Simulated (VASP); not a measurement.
# Te (Fd-3m) in VASP: further runs

The runs below take Te through single point, with PBE.

All numbers are computed with VASP 6.6.1; they aren't measurements. Logs are shortened: lines on timing, memory, paths and dates and some standing lists are left out, and cuts for length are marked.

## 1. The cell of the first run

Symmetry: Fd-3m, No. 227, cubic system. The conventional cell has a = 5.778 Å, b = 5.778 Å, c = 5.778 Å, α = 90.00°, β = 90.00°, γ = 90.00°. Te (site symmetry -43m) has 4 Te at 2.50 Å within 3.3 Å.

This isn't the form of Te at room conditions, which is trigonal, of chains.

## 2. Single point, PBE (24.12 Å³/atom)

The input, INCAR:

```
PREC = Accurate ; ENCUT = 520
EDIFF = 1E-6 ; ISMEAR = -1
SIGMA = 0.1 ; LREAL = False
LASPH = True ; NELM = 80
ALGO = Normal ; ISIF = 2
LWAVE = False ; LCHARG = False
GGA = PE ; NBANDS = 13
```

The input, KPOINTS:

```
regular mesh
0
Gamma
  10 10 10
```

The input, POSCAR:

```
Te
1.0
    0.0000000000      2.8892295274      2.8892295274
    2.8892295274      0.0000000000      2.8892295274
    2.8892295274      2.8892295274      0.0000000000
Te
2
Direct
   -0.1250000000     -0.1250000000     -0.1250000000
    0.1250000000      0.1250000000      0.1250000000
```

Potentials or basis: VASP PAW PBE potentials, release 64 (Te).

The run is started by

```
$ cat potpaw_PBE.64/Te/POTCAR > POTCAR
$ mpirun -np 1 vasp_std > vasp.out
```

OUTCAR:

```text
PREC = Accurate
   ENCUT = 520
   EDIFF = 1E-6
   ISMEAR = -1
   LREAL = False
   LASPH = True
   NELM = 80
   ISIF = 2
   GGA = PE

 ion  position               nearest neighbor table
   1  0.875  0.875  0.875-   2 2.50   2 2.50   2 2.50   2 2.50
   2  0.125  0.125  0.125-   1 2.50   1 2.50   1 2.50   1 2.50

  LATTYP: Found a face centered cubic cell.
 ALAT       =     5.7784590548

  Lattice vectors:

 A1 = (   0.0000000000,   2.8892295274,   2.8892295274)
 A2 = (   2.8892295274,   0.0000000000,   2.8892295274)
 A3 = (   2.8892295274,   2.8892295274,   0.0000000000)

Analysis of symmetry for initial positions (statically):
=====================================================================
 Subroutine PRICEL returns:
 Original cell was already a primitive cell.

 Routine SETGRP: Setting up the symmetry group for a
 face centered cubic supercell.

 Subroutine GETGRP returns: Found 48 space group operations
 (whereof 12 operations were pure point group operations)
 out of a pool of 48 trial point group operations.

The static configuration has the point symmetry D_3d.
 The point group associated with its full space group is O_h .

Analysis of symmetry for dynamics (positions and initial velocities):
=====================================================================
 Subroutine PRICEL returns:
 Original cell was already a primitive cell.

 Routine SETGRP: Setting up the symmetry group for a
 face centered cubic supercell.

 Subroutine GETGRP returns: Found 48 space group operations
 (whereof 12 operations were pure point group operations)
 out of a pool of 48 trial point group operations.

The dynamic configuration has the point symmetry D_3d.
 The point group associated with its full space group is O_h .

 Subroutine INISYM returns: Found 48 space group operations
 (whereof 12 operations are pure point group operations),
 and found     1 'primitive' translations

----------------------------------------------------------------------------------------

                                     Primitive cell

  volume of cell :      48.2365

  direct lattice vectors                    reciprocal lattice vectors
     0.000000000  2.889229527  2.889229527    -0.173056517  0.173056517  0.173056517
     2.889229527  0.000000000  2.889229527     0.173056517 -0.173056517  0.173056517
     2.889229527  2.889229527  0.000000000     0.173056517  0.173056517 -0.173056517

  length of vectors
     4.085987582  4.085987582  4.085987582     0.299742681  0.299742681  0.299742681

[... 79 lines left out ...]
   NELM   =     80;   NELMIN=  2; NELMDL= -5     # of ELM steps
   EDIFF  = 0.1E-05   stopping-criterion for ELM
   LREAL  =      F    real-space projection
   EDIFFG = 0.1E-04   stopping-criterion for IOM
   NSW    =      0    number of steps for IOM
   IBRION =     -1    ionic relax: 0-MD 1-quasi-New 2-CG
   NFREE  =      0    steps in history (QN), initial steepest desc. (CG)
   ISIF   =      2    stress and relaxation
   ISYM   =      2    0-nonsym 1-usesym 2-fastsym
   POTIM  = 0.5000    time-step for ionic-motion
   TEBEG  =    0.0;   TEEND  =   0.0 temperature during run
   PSTRESS=    0.0 pullay stress
   NELECT =      12.0000    total number of electrons
   NUPDOWN=      -1.0000    fix difference up-down
   EMIN   =  10.00;   EMAX   =-10.00  energy-range for DOS
   EFERMI =   0.00;   METHOD = LEGACY
   ISMEAR =    -1;   SIGMA  =   0.10  broadening in eV -4-tet -1-fermi 0-gaus
   EFERMI_NEDOS =   21; number of points for ismear=-14 and -15
   IALGO  =     38    algorithm
   IMIX   =      4    mixing-type and parameters
     AMIX     =   0.40;   BMIX     =  1.00
     AMIX_MAG =   1.60;   BMIX_MAG =  1.00
  volume/ion in A,a.u.               =      24.12       162.76
  Fermi-wavevector in a.u.,A,eV,Ry     =   1.029619  1.945698 14.423743  1.060115
  Thomas-Fermi vector in A             =   2.163676
   LORBIT       =      0    0 simple, 1 ext, 2 COOP (PROOUT), +10 PAW based schemes
   GGA     = PE    functional components
[... 5 lines left out ...]
 non-spin polarized calculation
  energy-cutoff  :      520.00
  volume of cell :       48.24
 maximum number of plane-waves:      1315
   NGX = 15   NGY = 15   NGZ = 15

 number of electron      12.0000002 magnetization

 Free energy of the ion-electron system (eV)
  ---------------------------------------------------
  ext. energy  EPLUGINS =         0.00000000
  ---------------------------------------------------
  free energy    TOTEN  =         0.00184432 eV

  energy without entropy =        0.04862761  energy(sigma->0) =        0.02523596

 E-fermi :  11.1449     XC(G=0): -10.4566

 val. band max:       11.1449392378   @ k =  -0.4000   0.1000   0.0000
 cond. band min:      11.1615758221   @ k =  -0.4000   0.3000   0.1000
 fundamental gap:      0.0166365843
 Fermi energy:        11.1449485073

 k-point     1 :       0.0000    0.0000    0.0000
  band No.  band energies     occupation
      1      -6.9056      2.00000
      2       5.6790      2.00000
      3       6.2293      2.00000
      4       6.2293      2.00000
      5       6.2293      2.00000
      6       9.4516      2.00000
      7       9.4516      2.00000
      8       9.4516      2.00000
      9      14.1866      0.00000
     10      16.7135      0.00000
     11      16.7135      0.00000
     12      18.0704      0.00000
     13      18.0704      0.00000
[... 354 lines left out ...]
  band No.  band energies     occupation
      1      -4.9595      2.00000
      2      -0.8391      2.00000
      3       3.5887      2.00000
      4       3.8608      2.00000
      5       8.3623      2.00000
      6       9.3884      2.00000
      7      13.5228      0.00000
      8      13.9351      0.00000
      9      16.5365      0.00000
     10      18.4468      0.00000
     11      18.7540      0.00000
     12      20.5837      0.00000
     13      20.7223      0.00000

 [... further k-points ...]
[... 5 lines left out ...]
  --------------------------------------------------------------------------------------
  -------------------------------------------------------------------------------------
  Total       21.2169363     21.2169363     21.2169363      0.0000000      0.0000000      0.0000000
  in kB      704.7208562    704.7208562    704.7208562      0.0000000      0.0000000      0.0000000
  external PRESSURE =     704.7208562 kB  Pullay stress =       0.0000000 kB

 VOLUME and BASIS-vectors are now :
 -----------------------------------------------------------------------------
  energy-cutoff  :      520.00
  volume of cell :       48.24
      direct lattice vectors                 reciprocal lattice vectors
     0.000000000  2.889229527  2.889229527    -0.173056517  0.173056517  0.173056517
     2.889229527  0.000000000  2.889229527     0.173056517 -0.173056517  0.173056517
     2.889229527  2.889229527  0.000000000     0.173056517  0.173056517 -0.173056517

 POSITION                                       TOTAL-FORCE (eV/Angst)
 -----------------------------------------------------------------------------------
      5.05615      5.05615      5.05615        -0.000000      0.000000     -0.000000
      0.72231      0.72231      0.72231         0.000000     -0.000000      0.000000
 -----------------------------------------------------------------------------------
    total drift:                               -0.000000      0.000000      0.000000

  FREE ENERGIE OF THE ION-ELECTRON SYSTEM (eV)
  ---------------------------------------------------
  free  energy   TOTEN  =         0.0018443158 eV

  energy  without entropy=        0.0486276114  energy(sigma->0) =        0.02523596
```

OSZICAR:

```text
N       E                     dE             d eps       ncg     rms          rms(c)
DAV:   1     0.502732320935E+02    0.50273E+02   -0.46909E+03  1222   0.761E+02
DAV:   2     0.253486285509E+01   -0.47738E+02   -0.45202E+02  1623   0.125E+02
DAV:   3    -0.330133594323E-01   -0.25679E+01   -0.25404E+01  1571   0.298E+01
DAV:   4    -0.688009518456E-01   -0.35788E-01   -0.35780E-01  1437   0.422E+00
DAV:   5    -0.695989084110E-01   -0.79796E-03   -0.79795E-03  1586   0.650E-01    0.333E+01
DAV:   6    -0.186518992728E-01    0.50947E-01   -0.20505E-02  1352   0.724E-01    0.199E+01
DAV:   7     0.112739000065E-02    0.19779E-01   -0.31199E-02  1417   0.896E-01    0.512E-01
DAV:   8     0.185530008207E-02    0.72791E-03   -0.28074E-03  1302   0.290E-01    0.110E-01
DAV:   9     0.184352964175E-02   -0.11770E-04   -0.70783E-05  1607   0.497E-02    0.681E-02
DAV:  10     0.184335056315E-02   -0.17908E-06   -0.15560E-05  1332   0.202E-02    0.367E-02
DAV:  11     0.184431580260E-02    0.96524E-06   -0.63001E-07  1003   0.502E-03
   1 F= 0.18443158E-02 E0= 0.25235964E-01  d E =-.467833E-01
```

Run time: 25 s. Hardware: 1 thread of Intel Xeon Platinum 8259CL at 2.50GHz (Skylake/Cascade Lake), shared host; peak memory 0.18 GiB.

What came out:

* Free energy: 0.0018 eV
* Pressure: 70.5 GPa
* Band gap on the k mesh: zero (bands 6 and 7 overlap by 3.10 eV)

Levels at points of the mesh, in eV from the Fermi level:
| k point | band 2 | band 3 | band 4 | band 5 | band 6 | band 7 | band 8 | band 9 | band 10 | band 11 |
| --- | --- | --- | --- | --- | --- | --- | --- | --- | --- | --- |
| (0.00, 0.00, 0.00) | -5.47 | -4.92 | -4.92 | -4.92 | -1.69 | -1.69 | -1.69 | 3.04 | 5.57 | 5.57 |
| (0.50, 0.00, 0.00) | -12.54 | -6.25 | -6.25 | -4.27 | -0.21 | -0.21 | 3.63 | 6.52 | 6.79 | 6.79 |
| (0.50, 0.50, 0.00) | -14.28 | -7.71 | -7.71 | -2.89 | -2.89 | 4.94 | 4.94 | 7.40 | 7.40 | 8.22 |

Caveat: the cell stands under pressure; spin-orbit coupling is left out, which moves the levels of the heavy elements.

## 3. Single point, PBE (31.54 Å³/atom)

This run uses another cell than the first one, of 31.54 Å³/atom.

The input, INCAR:

```
  PREC = Accurate
  ENCUT = 520
  EDIFF = 1E-7
  ISMEAR = -1
  SIGMA = 0.1
  LREAL = F
  LASPH = T
  NELM = 80
  ALGO = Normal
  ISIF = 2
  LWAVE = F
  LCHARG = F
  GGA = PE
  NBANDS = 13
```

The input, KPOINTS:

```
Automatic mesh
0
Gamma
  10 10 10
```

The input, POSCAR:

```
Te
1.0
    0.0000000000      3.1594918128      3.1594918128
    3.1594918128      0.0000000000      3.1594918128
    3.1594918128      3.1594918128      0.0000000000
Te
2
Direct
   -0.1250000000     -0.1250000000     -0.1250000000
    0.1250000000      0.1250000000      0.1250000000
```

Potentials or basis: VASP PAW PBE potentials, release 64 (Te).

The run is started by

```
$ cat potpaw_PBE.64/Te/POTCAR > POTCAR
$ mpirun -np 1 vasp_std > vasp.out
```

OUTCAR:

```text
PREC = Accurate
   ENCUT = 520
   EDIFF = 1E-7
   ISMEAR = -1
   LREAL = F
   LASPH = T
   NELM = 80
   ISIF = 2
   GGA = PE

 ion  position               nearest neighbor table
   1  0.875  0.875  0.875-   2 2.74   2 2.74   2 2.74   2 2.74
   2  0.125  0.125  0.125-   1 2.74   1 2.74   1 2.74   1 2.74

  LATTYP: Found a face centered cubic cell.
 ALAT       =     6.3189836256

  Lattice vectors:

[... 560 lines left out ...]
      4       1.5790      2.00000
      5       5.2386      2.00000
      6       5.6548      2.00000
      7       9.3321      0.00000
      8       9.4848      0.00000
      9      11.7436      0.00000
     10      14.0938      0.00000
     11      14.5441      0.00000
     12      16.1831      0.00000
     13      16.6134      0.00000

 [... further k-points ...]
[... 5 lines left out ...]
  --------------------------------------------------------------------------------------
  -------------------------------------------------------------------------------------
  Total        9.1853395      9.1853395      9.1853395     -0.0000000      0.0000000      0.0000000
  in kB      233.3050261    233.3050261    233.3050261     -0.0000000      0.0000000      0.0000000
  external PRESSURE =     233.3050261 kB  Pullay stress =       0.0000000 kB

 VOLUME and BASIS-vectors are now :
 -----------------------------------------------------------------------------
  energy-cutoff  :      520.00
  volume of cell :       63.08
      direct lattice vectors                 reciprocal lattice vectors
     0.000000000  3.159491813  3.159491813    -0.158253298  0.158253298  0.158253298
     3.159491813  0.000000000  3.159491813     0.158253298 -0.158253298  0.158253298
     3.159491813  3.159491813  0.000000000     0.158253298  0.158253298 -0.158253298

 POSITION                                       TOTAL-FORCE (eV/Angst)
 -----------------------------------------------------------------------------------
      5.52911      5.52911      5.52911        -0.000000     -0.000000     -0.000000
      0.78987      0.78987      0.78987         0.000000      0.000000      0.000000
 -----------------------------------------------------------------------------------
    total drift:                               -0.000000      0.000000      0.000000

  FREE ENERGIE OF THE ION-ELECTRON SYSTEM (eV)
  ---------------------------------------------------
  free  energy   TOTEN  =        -3.9401388592 eV

  energy  without entropy=       -3.8806473306  energy(sigma->0) =       -3.91039309
```

OSZICAR:

```text
N       E                     dE             d eps       ncg     rms          rms(c)
DAV:   1     0.448954996563E+02    0.44895E+02   -0.44425E+03  1222   0.738E+02
DAV:   2    -0.123793011063E+01   -0.46133E+02   -0.43358E+02  1605   0.113E+02
DAV:   3    -0.391080201290E+01   -0.26729E+01   -0.26482E+01  1545   0.294E+01
DAV:   4    -0.395761936592E+01   -0.46817E-01   -0.46775E-01  1503   0.463E+00
DAV:   5    -0.395870812929E+01   -0.10888E-02   -0.10888E-02  1558   0.682E-01    0.216E+01
DAV:   6    -0.394517489084E+01    0.13533E-01   -0.70747E-03  1372   0.433E-01    0.130E+01
DAV:   7    -0.394031012594E+01    0.48648E-02   -0.11867E-02  1367   0.547E-01    0.219E-01
DAV:   8    -0.394013953246E+01    0.17059E-03   -0.59494E-04  1392   0.139E-01    0.926E-02
DAV:   9    -0.394013871675E+01    0.81571E-06   -0.56810E-05  1472   0.389E-02    0.494E-02
DAV:  10    -0.394013894796E+01   -0.23122E-06   -0.52803E-06  1382   0.119E-02    0.125E-02
DAV:  11    -0.394013885921E+01    0.88748E-07   -0.25137E-07  1472   0.315E-03
   1 F= -.39401389E+01 E0= -.39103931E+01  d E =-.594915E-01
```

It took 33 s on 1 thread of Intel Xeon Platinum 8259CL at 2.50GHz (Skylake/Cascade Lake), shared host; peak memory 0.21 GiB.

Results:

```
Free energy            : -3.9401 eV
Pressure               : 23.3 GPa
Band gap on the k mesh : zero (bands 6 and 7 overlap by 2.02 eV)
```

Caveat: the cell stands under pressure; spin-orbit coupling is left out, which moves the levels of the heavy elements.

## 4. Single point, PBE (31.54 Å³/atom)

This run uses another cell than the first one, of 31.54 Å³/atom.

The input, INCAR:

```
SYSTEM = Te
PREC = Accurate
ENCUT = 520
EDIFF = 1E-6
ISMEAR = -1
SIGMA = 0.1
LREAL = .False.
LASPH = .True.
NELM = 80
ALGO = Normal
ISIF = 2
LWAVE = .False.
LCHARG = .False.
GGA = PE
NBANDS = 13
```

The input, KPOINTS:

```
regular mesh
0
Gamma
  10 10 10
  0 0 0
```

POSCAR is that of step 3.

Potentials or basis: VASP PAW PBE potentials, release 64 (Te).

The run is started by

```
$ cat potpaw_PBE.64/Te/POTCAR > POTCAR
$ mpirun -np 1 vasp_std > vasp.out
```

OUTCAR:

```text
SYSTEM = Te
   PREC = Accurate
   ENCUT = 520
   EDIFF = 1E-6
   ISMEAR = -1
   LREAL = .False.
   LASPH = .True.
   NELM = 80
   ISIF = 2
   GGA = PE

 ion  position               nearest neighbor table
   1  0.875  0.875  0.875-   2 2.74   2 2.74   2 2.74   2 2.74
   2  0.125  0.125  0.125-   1 2.74   1 2.74   1 2.74   1 2.74

  LATTYP: Found a face centered cubic cell.
 ALAT       =     6.3189836256

  Lattice vectors:

 A1 = (   0.0000000000,   3.1594918128,   3.1594918128)
[... 563 lines left out ...]
      8       9.4847      0.00000
      9      11.7434      0.00000
     10      14.0935      0.00000
     11      14.5440      0.00000
     12      16.1829      0.00000
     13      16.6131      0.00000

 [... further k-points ...]
[... 5 lines left out ...]
  --------------------------------------------------------------------------------------
  -------------------------------------------------------------------------------------
  Total        9.1853306      9.1853306      9.1853306      0.0000000      0.0000000     -0.0000000
  in kB      233.3048011    233.3048011    233.3048011      0.0000000      0.0000000     -0.0000000
  external PRESSURE =     233.3048011 kB  Pullay stress =       0.0000000 kB

 VOLUME and BASIS-vectors are now :
 -----------------------------------------------------------------------------
  energy-cutoff  :      520.00
  volume of cell :       63.08
      direct lattice vectors                 reciprocal lattice vectors
     0.000000000  3.159491813  3.159491813    -0.158253298  0.158253298  0.158253298
     3.159491813  0.000000000  3.159491813     0.158253298 -0.158253298  0.158253298
     3.159491813  3.159491813  0.000000000     0.158253298  0.158253298 -0.158253298

 POSITION                                       TOTAL-FORCE (eV/Angst)
 -----------------------------------------------------------------------------------
      5.52911      5.52911      5.52911         0.000000      0.000000      0.000000
      0.78987      0.78987      0.78987        -0.000000     -0.000000     -0.000000
 -----------------------------------------------------------------------------------
    total drift:                               -0.000000      0.000000      0.000000

  FREE ENERGIE OF THE ION-ELECTRON SYSTEM (eV)
  ---------------------------------------------------
  free  energy   TOTEN  =        -3.9401389480 eV

  energy  without entropy=       -3.8806475439  energy(sigma->0) =       -3.91039325
```

Run time: 29 s. Hardware: 1 thread of Intel Xeon Platinum 8259CL at 2.50GHz (Skylake/Cascade Lake), shared host; peak memory 0.21 GiB.

What came out:

| Property | Result |
| --- | --- |
| Free energy | -3.9401 eV |
| Pressure | 23.3 GPa |
| Band gap on the k mesh | zero (bands 6 and 7 overlap by 2.02 eV) |

Caveat: the cell stands under pressure; spin-orbit coupling is left out, which moves the levels of the heavy elements.

## 5. Single point, PBE (35.25 Å³/atom)

This run uses another cell than the first one, of 35.25 Å³/atom.

The input, INCAR:

```
SYSTEM = Te
PREC     = Accurate       ! precision mode
ENCUT    = 520            ! plane-wave cutoff, eV
EDIFF    = 1E-7           ! SCF threshold, eV
ISMEAR   = -1             ! smearing method
SIGMA    = 0.1            ! smearing width, eV
LREAL    = .FALSE.        ! projectors in reciprocal space
LASPH    = .TRUE.         ! aspherical terms in the spheres
NELM     = 60             ! most SCF steps
ALGO     = Normal         ! electronic algorithm
ISIF     = 2              ! what is computed and relaxed
LWAVE    = .FALSE.        ! write WAVECAR
LCHARG   = .FALSE.        ! write CHGCAR
GGA      = PE             ! functional
NBANDS   = 13             ! bands
```

The input, KPOINTS:

```
Automatic mesh
0
G
  10 10 10
  0 0 0
```

The input, POSCAR:

```
Te
1.0
    0.0000000000      3.2788292006      3.2788292006
    3.2788292006      0.0000000000      3.2788292006
    3.2788292006      3.2788292006      0.0000000000
Te
2
Direct
   -0.1250000000     -0.1250000000     -0.1250000000
    0.1250000000      0.1250000000      0.1250000000
```

The run is started by

```
$ cat potpaw_PBE.64/Te/POTCAR > POTCAR
$ mpirun -np 1 vasp_std > vasp.out
```

Wall time 35 s (1 thread of Intel Xeon Platinum 8259CL at 2.50GHz (Skylake/Cascade Lake), shared host); peak memory 0.22 GiB.

It converged, with:

```
Free energy            : -4.7657 eV
Pressure               : 13.1 GPa
Band gap on the k mesh : zero (bands 6 and 7 overlap by 1.56 eV)
```

Levels at points of the mesh, in eV from the Fermi level:
```tsv
k point	band 4	band 5	band 6	band 7	band 8	band 9
(0.00, 0.00, 0.00)	-3.82	-3.82	-1.06	-1.06	-1.06	3.43
(0.50, 0.00, 0.00)	-4.64	-4.08	0.13	0.13	2.75	5.24
(0.50, 0.50, 0.00)	-5.53	-2.03	-2.03	2.90	2.90	5.50
```

Caveat: the cell stands under pressure; spin-orbit coupling is left out, which moves the levels of the heavy elements.

## 6. The runs side by side

| cell | gap on the mesh (eV) | pressure (GPa) |
| --- | --- | --- |
| a = 4.086 Å, angles 60.0°, 2 atoms | none | 70.5 |
| a = 4.468 Å, angles 60.0°, 2 atoms | none | 23.3 |
| a = 4.637 Å, angles 60.0°, 2 atoms | none | 13.1 |

Alike in all rows: task single point; level PBE; potentials or basis VASP PAW PBE potentials, release 64 (Te); no spin polarisation; k mesh 10 × 10 × 10; cutoff (eV) 520; smearing fermi-dirac 0.1 eV.

Caveats: the cell stands under pressure; spin-orbit coupling is left out, which moves the levels of the heavy elements.

Total energies depend on the potentials used, so only differences within one code and one set of settings carry meaning.

The gap in the log of VASP goes by the Fermi energy; the results here count the filled bands.